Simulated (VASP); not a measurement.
A run of VASP 6.6.1 is set up as follows.

Contents of INCAR:

```
  PREC = Accurate
  ENCUT = 520
  EDIFF = 1E-6
  ISMEAR = 0
  SIGMA = 0.1
  LREAL = F
  LASPH = T
  NELM = 100
  ALGO = Normal
  ISIF = 2
  LWAVE = F
  LCHARG = F
  GGA = PE
  NBANDS = 46
```

The input KPOINTS:

```
regular mesh
0
Gamma
  4 4 4
```

The input POSCAR:

```
Cu5Pt2
1.0
    0.0000000000      3.7331943500      3.7331943500
    3.7331943500      0.0000000000      3.7331943500
    3.7331943500      3.7331943500      0.0000000000
Cu Pt
5 2
Direct
    0.4130776000      0.4130776000      0.4130776000
    0.4130776000      0.4130776000      0.7607672000
    0.4130776000      0.7607672000      0.4130776000
    0.7607672000      0.4130776000      0.4130776000
    0.0000000000      0.0000000000      0.0000000000
    0.7500000000      0.7500000000      0.7500000000
    0.2500000000      0.2500000000      0.2500000000
```

Potentials or basis: VASP PAW PBE potentials, release 64 (Cu, Pt).

Run with:

```console
$ cat potpaw_PBE.64/Cu/POTCAR potpaw_PBE.64/Pt/POTCAR > POTCAR
$ mpirun -np 1 vasp_std > vasp.out
```

(1) Estimate the pressure.

(2) Estimate the largest force.

Answers

(1) 70.4 GPa.

(2) 19.848 eV/Å.

Caveat: the k points lie up to 0.36 Å⁻¹ apart; forces of over 1 eV/Å act on the atoms, so gaps and moduli don't describe the material at rest.
